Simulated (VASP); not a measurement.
CaMg3, 4 atoms in the cell. The typed cell holds 4 atoms: a = 5.157 Å, b = 5.157 Å, c = 5.157 Å, α = 119.97°, β = 119.97°, γ = 90.05°. 

| Item | Value |
| --- | --- |
| Program | VASP 6.6.1 |
| Task | single point |
| Functional | LDA |
| Potentials or basis | VASP PAW LDA potentials, release 64 (Ca_sv, Mg) |
| Cutoff | 520 eV |
| k mesh | 12 × 12 × 12 |
| Occupations | gaussian, width 0.1 eV |
| Spin | no spin polarisation |
| Dipole correction | no |
| Further INCAR settings | ALGO = Fast; EDIFF = 1e-06; NBANDS = 16 |

Potentials or basis: VASP PAW LDA potentials, release 64 (Ca_sv, Mg).

Command:

```console
$ cat potpaw_LDA.64/Ca_sv/POTCAR potpaw_LDA.64/Mg/POTCAR > POTCAR
$ mpirun -np 1 vasp_std > vasp.out
```

Hardware: 1 thread of Intel(R) Xeon(R) 6975P-C (Granite Rapids) (shared host).

Problem. How long does it take, and how much memory?

Solution. Run time: 3.3 min on 1 thread of Intel(R) Xeon(R) 6975P-C (Granite Rapids), on a shared host, peak memory 0.39 GiB. Counts: scf iterations 16, k points 163.
